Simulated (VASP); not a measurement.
# WC (rocksalt type) (Fm-3m) in VASP: single point with PBEsol

Aim: the single point of WC (rocksalt type) with PBEsol.

Everything below comes from runs of VASP 6.6.1. Logs are shortened: lines on timing, memory, paths and dates and some standing lists are left out, and cuts for length are marked.

## (1) The cell of the first run

Symmetry: Fm-3m, No. 225, cubic system. Conventional cell: a = 4.346 Å, b = 4.346 Å, c = 4.346 Å, α = 90.00°, β = 90.00°, γ = 90.00°. Within 2.9 Å of W (site symmetry m-3m) lie 6 C at 2.17 Å. Within 2.9 Å of C (site symmetry m-3m) lie 6 W at 2.17 Å.

## (2) Single point, PBEsol

The input, INCAR:

```
ALGO = Normal
EDIFF = 1E-6
ENCUT = 1300
GGA = PS
GGA_COMPAT = F
ISIF = 2
ISMEAR = -1
LASPH = T
LCHARG = T
LELF = T
LREAL = F
LVHAR = T
LWAVE = F
NBANDS = 16
NELM = 120
PREC = Accurate
SIGMA = 0.1
```

The input, KPOINTS:

```
k-points
0
Gamma
  15 15 15
```

The input, POSCAR:

```
WC
1.0
    0.0000000000      2.1728632834      2.1728632834
    2.1728632834      0.0000000000      2.1728632834
    2.1728632834      2.1728632834      0.0000000000
W C
1 1
Direct
    0.0000000000      0.0000000000      0.0000000000
    0.5000000000      0.5000000000      0.5000000000
```

Potentials or basis: VASP PAW PBE potentials, release 64 (W_sv, C_h).

Launch:

```console
$ cat potpaw_PBE.64/W_sv/POTCAR potpaw_PBE.64/C_h/POTCAR > POTCAR
$ mpirun -np 1 vasp_std > vasp.out
```

OUTCAR:

```text
EDIFF = 1E-6
   ENCUT = 1300
   GGA = PS
   ISIF = 2
   ISMEAR = -1
   LASPH = T
   LREAL = F
   NELM = 120
   PREC = Accurate

 ion  position               nearest neighbor table
   1  0.000  0.000  0.000-   2 2.17   2 2.17   2 2.17   2 2.17   2 2.17   2 2.17
   2  0.500  0.500  0.500-   1 2.17   1 2.17   1 2.17   1 2.17   1 2.17   1 2.17

  LATTYP: Found a face centered cubic cell.
 ALAT       =     4.3457265668

  Lattice vectors:

 A1 = (   0.0000000000,   2.1728632834,   2.1728632834)
 A2 = (   2.1728632834,   0.0000000000,   2.1728632834)
 A3 = (   2.1728632834,   2.1728632834,   0.0000000000)

Analysis of symmetry for initial positions (statically):
=====================================================================
 Subroutine PRICEL returns:
 Original cell was already a primitive cell.

 Routine SETGRP: Setting up the symmetry group for a
 face centered cubic supercell.

 Subroutine GETGRP returns: Found 48 space group operations
 (whereof 48 operations were pure point group operations)
 out of a pool of 48 trial point group operations.

The static configuration has the point symmetry O_h .

Analysis of symmetry for dynamics (positions and initial velocities):
=====================================================================
 Subroutine PRICEL returns:
 Original cell was already a primitive cell.

 Routine SETGRP: Setting up the symmetry group for a
 face centered cubic supercell.

 Subroutine GETGRP returns: Found 48 space group operations
 (whereof 48 operations were pure point group operations)
 out of a pool of 48 trial point group operations.

The dynamic configuration has the point symmetry O_h .

 Subroutine INISYM returns: Found 48 space group operations
 (whereof 48 operations are pure point group operations),
 and found     1 'primitive' translations

----------------------------------------------------------------------------------------

                                     Primitive cell

  volume of cell :      20.5176

  direct lattice vectors                    reciprocal lattice vectors
     0.000000000  2.172863283  2.172863283    -0.230111118  0.230111118  0.230111118
     2.172863283  0.000000000  2.172863283     0.230111118 -0.230111118  0.230111118
     2.172863283  2.172863283  0.000000000     0.230111118  0.230111118 -0.230111118

  length of vectors
     3.072892725  3.072892725  3.072892725     0.398564148  0.398564148  0.398564148

  position of ions in fractional coordinates (direct lattice)
     0.000000000  0.000000000  0.000000000
     0.500000000  0.500000000  0.500000000

  ion indices of the primitive-cell ions
   primitive index   ion index
                 1           1
                 2           2

----------------------------------------------------------------------------------------

 KPOINTS: k-points

Automatic generation of k-mesh.
 Grid dimensions read from file:
 generate k-points for:   15   15   15

 Generating k-lattice:

  Cartesian coordinates                     Fractional coordinates (reciprocal lattice)
    -0.015340741  0.015340741  0.015340741     0.066666667  0.000000000  0.000000000
     0.015340741 -0.015340741  0.015340741     0.000000000  0.066666667  0.000000000
     0.015340741  0.015340741 -0.015340741     0.000000000  0.000000000  0.066666667

  Length of vectors
     0.026570943  0.026570943  0.026570943

  Shift w.r.t. Gamma in fractional coordinates (k-lattice)
     0.000000000  0.000000000  0.000000000

 Subroutine IBZKPT returns following result:
 ===========================================

 Found    120 irreducible k-points:

 Following reciprocal coordinates:
            Coordinates               Weight
  0.000000  0.000000  0.000000      1.000000
  0.066667  0.000000  0.000000      8.000000
  0.133333  0.000000  0.000000      8.000000
  0.200000  0.000000  0.000000      8.000000
  0.266667  0.000000  0.000000      8.000000
  0.333333  0.000000  0.000000      8.000000
[... 16 lines left out ...]
  0.133333  0.133333  0.000000      6.000000
  0.200000  0.133333  0.000000     24.000000
 [... further k-points ...]
   k-points           NKPTS =    120   k-points in BZ     NKDIM =    120   number of bands    NBANDS=     16
   number of dos      NEDOS =    301   number of ions     NIONS =      2
   total plane-waves  NPLWV =  46656
   dimension x,y,z NGX =    36 NGY =   36 NGZ =   36
   dimension x,y,z NGXF=    72 NGYF=   72 NGZF=   72
   ions per type =               1   1
   NGX,Y,Z   is equivalent  to a cutoff of  19.48, 19.48, 19.48 a.u.
   NGXF,Y,Z  is equivalent  to a cutoff of  38.95, 38.95, 38.95 a.u.
 SYSTEM =  unknown system
   PREC   = accura    normal or accurate (medium, high low for compatibility)
   ISTART =      0    job   : 0-new  1-cont  2-samecut
   ICHARG =      2    charge: 1-file 2-atom 10-const
   ISPIN  =      1    spin polarized calculation?
   LNONCOLLINEAR =      F non collinear calculations
   LSORBIT =      F    spin-orbit coupling
   LASPH  =      T    aspherical Exc in radial PAW
   ENCUT  = 1300.0 eV  95.55 Ry    9.77 a.u.   9.03  9.03  9.03*2*pi/ulx,y,z
   NELM   =    120;   NELMIN=  2; NELMDL= -5     # of ELM steps
   EDIFF  = 0.1E-05   stopping-criterion for ELM
   LREAL  =      F    real-space projection
   EDIFFG = 0.1E-04   stopping-criterion for IOM
   NSW    =      0    number of steps for IOM
   IBRION =     -1    ionic relax: 0-MD 1-quasi-New 2-CG
   NFREE  =      0    steps in history (QN), initial steepest desc. (CG)
   ISIF   =      2    stress and relaxation
   ISYM   =      2    0-nonsym 1-usesym 2-fastsym
   POTIM  = 0.5000    time-step for ionic-motion
   TEBEG  =    0.0;   TEEND  =   0.0 temperature during run
   PSTRESS=    0.0 pullay stress
   NELECT =      18.0000    total number of electrons
   NUPDOWN=      -1.0000    fix difference up-down
   EMIN   =  10.00;   EMAX   =-10.00  energy-range for DOS
   EFERMI =   0.00;   METHOD = LEGACY
   ISMEAR =    -1;   SIGMA  =   0.10  broadening in eV -4-tet -1-fermi 0-gaus
   EFERMI_NEDOS =   21; number of points for ismear=-14 and -15
   IALGO  =     38    algorithm
   IMIX   =      4    mixing-type and parameters
     AMIX     =   0.40;   BMIX     =  1.00
     AMIX_MAG =   1.60;   BMIX_MAG =  1.00
  volume/ion in A,a.u.               =      10.26        69.23
  Fermi-wavevector in a.u.,A,eV,Ry     =   1.567196  2.961571 33.417307  2.456103
  Thomas-Fermi vector in A             =   2.669412
   LORBIT       =      0    0 simple, 1 ext, 2 COOP (PROOUT), +10 PAW based schemes
   GGA     = PS    functional components
   LHFCALC =     F    Hartree Fock is set to
   AEXX    =    0.0000 exact exchange contribution
   IVDW    =     0    specifies the selected vdW correction
   LEPSILON=     F    determine dielectric tensor
   LRPA    =     F    only Hartree local field effects (RPA)
 non-spin polarized calculation
  energy-cutoff  :     1300.00
  volume of cell :       20.52
 maximum number of plane-waves:      2203
   NGX = 19   NGY = 19   NGZ = 19

 number of electron      18.0000000 magnetization

 Free energy of the ion-electron system (eV)
  ---------------------------------------------------
  ext. energy  EPLUGINS =         0.00000000
  ---------------------------------------------------
  free energy    TOTEN  =       -23.02202182 eV

  energy without entropy =      -22.99171132  energy(sigma->0) =      -23.00686657

 E-fermi :  12.9865     XC(G=0): -14.0330

 val. band max:       12.9801694032   @ k =  -0.4000   0.2667   0.1333
 cond. band min:      12.9873490222   @ k =  -0.2667   0.4000   0.1333
 fundamental gap:      0.0071796190
 Fermi energy:        12.9864543543

 k-point     1 :       0.0000    0.0000    0.0000
  band No.  band energies     occupation
      1     -62.3477      2.00000
      2     -26.3418      2.00000
      3     -26.3418      2.00000
      4     -26.3418      2.00000
      5      -3.0149      2.00000
      6      10.1423      2.00000
[... 8 lines left out ...]
     15      22.6042      0.00000
     16      36.7365      0.00000

 k-point     2 :       0.0667    0.0000    0.0000
  band No.  band energies     occupation
      1     -62.3458      2.00000
      2     -26.3715      2.00000
      3     -26.3449      2.00000
      4     -26.3449      2.00000
      5      -2.8844      2.00000
      6       9.6797      2.00000
[... 8 lines left out ...]
     15      22.9137      0.00000
     16      35.2296      0.00000

 k-point     3 :       0.1333    0.0000    0.0000
  band No.  band energies     occupation
      1     -62.3407      2.00000
      2     -26.4548      2.00000
      3     -26.3538      2.00000
      4     -26.3538      2.00000
      5      -2.5037      2.00000
      6       8.6925      2.00000
[... 8 lines left out ...]
     15      23.7530      0.00000
     16      32.9052      0.00000

 k-point     4 :       0.2000    0.0000    0.0000
  band No.  band energies     occupation
      1     -62.3330      2.00000
      2     -26.5756      2.00000
      3     -26.3668      2.00000
      4     -26.3668      2.00000
      5      -1.9032      2.00000
      6       7.5405      2.00000
[... 8 lines left out ...]
     15      24.7992      0.00000
     16      31.0647      0.00000
[... 324 lines left out ...]
 k-point    22 :      -0.0667    0.0667    0.0000
  band No.  band energies     occupation
      1     -62.3429      2.00000
      2     -26.4122      2.00000
      3     -26.3623      2.00000
      4     -26.3445      2.00000
      5      -2.6719      2.00000
      6       9.2738      2.00000
[... 8 lines left out ...]
     15      23.4017      0.00000
     16      33.5518      0.00000

 k-point    23 :       0.1333    0.1333    0.0000
  band No.  band energies     occupation
      1     -62.3383      2.00000
      2     -26.4466      2.00000
      3     -26.3806      2.00000
      4     -26.3806      2.00000
      5      -2.3588      2.00000
      6       7.9686      2.00000
[... 8 lines left out ...]
     15      24.1577      0.00000
     16      32.8107      0.00000

 k-point    24 :       0.2000    0.1333    0.0000
  band No.  band energies     occupation
      1     -62.3326      2.00000
      2     -26.5249      2.00000
      3     -26.3997      2.00000
      4     -26.3926      2.00000
      5      -1.9503      2.00000
      6       7.1196      2.00000
[... 8 lines left out ...]
     15      25.0378      0.00000
     16      30.8097      0.00000

 [... further k-points ...]

------------------------ aborting loop because EDIFF is reached ----------------------------------------

  FORCE on cell =-STRESS in cart. coord.  units (eV):
  Direction    XX          YY          ZZ          XY          YZ          ZX
  --------------------------------------------------------------------------------------
  -------------------------------------------------------------------------------------
  Total        0.1305065      0.1305065      0.1305065      0.0000000      0.0000000      0.0000000
  in kB       10.1909715     10.1909715     10.1909715      0.0000000      0.0000000      0.0000000
  external PRESSURE =      10.1909715 kB  Pullay stress =       0.0000000 kB

 VOLUME and BASIS-vectors are now :
 -----------------------------------------------------------------------------
  energy-cutoff  :     1300.00
  volume of cell :       20.52
      direct lattice vectors                 reciprocal lattice vectors
     0.000000000  2.172863283  2.172863283    -0.230111118  0.230111118  0.230111118
     2.172863283  0.000000000  2.172863283     0.230111118 -0.230111118  0.230111118
     2.172863283  2.172863283  0.000000000     0.230111118  0.230111118 -0.230111118

 POSITION                                       TOTAL-FORCE (eV/Angst)
 -----------------------------------------------------------------------------------
      0.00000      0.00000      0.00000         0.000000     -0.000000      0.000000
      2.17286      2.17286      2.17286        -0.000000      0.000000     -0.000000
 -----------------------------------------------------------------------------------
    total drift:                               -0.000000      0.000000      0.000000

  FREE ENERGIE OF THE ION-ELECTRON SYSTEM (eV)
  ---------------------------------------------------
  free  energy   TOTEN  =       -23.0220218175 eV

  energy  without entropy=      -22.9917113218  energy(sigma->0) =      -23.00686657
```

It took 1.7 min on 1 thread of Intel Xeon Platinum 8259CL at 2.50GHz (Skylake/Cascade Lake), shared host; peak memory 0.32 GiB.

What came out:

- Free energy: -23.0220 eV
- Pressure: 1.0 GPa
- Band gap on the k mesh: zero (bands 9 and 10 overlap by 3.15 eV)

Levels at points of the mesh, in eV from the Fermi level:
```tsv
k point	band 5	band 6	band 7	band 8	band 9	band 10	band 11	band 12	band 13	band 14
(0.00, 0.00, 0.00)	-16.00	-2.84	-2.84	-2.84	-1.06	-1.06	-1.06	-0.98	-0.98	6.86
```

Caveat: the PAW data sets were made with another functional, which shifts forces and pressure a little; spin-orbit coupling is left out, which moves the levels of the heavy elements.
